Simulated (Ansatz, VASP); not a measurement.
Li3Os: VASP beside Ansatz

```
Li Os
1.0
     2.68174    0.00000    0.00000
    -1.34087    2.32246    0.00000
     0.00000    0.00000    9.69390
Li Os
3 1
Direct
  0.66667 0.33333 0.73001
  0.00000 0.00000 0.00000
  0.33333 0.66667 0.26999
  0.00000 0.00000 0.50000
```

Alike in both runs: task relaxation of cell and atoms; functional PBE; k mesh 21 × 21 × 6; occupations gaussian, width 0.1 eV; no spin polarisation.

```csv
,VASP,Ansatz
version,VASP 6.6.1,Ansatz 0.2.0
potentials or method,"VASP PAW PBE potentials, release 64 (Li_sv, Os), cutoff 600 eV","scalar-relativistic, plane waves, PAW"
valence electrons in the cell,17,25
```

|  | VASP | Ansatz | Ansatz less VASP |
| --- | --- | --- | --- |
| gap on the k mesh at the Fermi level, each at its own relaxed structure (eV) | none | none | - |
| relaxed volume (Å³/atom) | 15.07 | 15.13 | +0.063 |
| relaxed cell length with the largest relative difference (Å) | 9.682 | 9.706 | +0.0249 |

A gap of «none» marks a metal or a gap that the smearing closes. VASP's potentials hold 17 valence electrons a cell and Ansatz's 25, so a difference there can come from the potentials and not from the codes.

Neither program's run includes spin-orbit coupling. Noted on VASP's run: the cutoff is short for stress, so the pressure is rough.
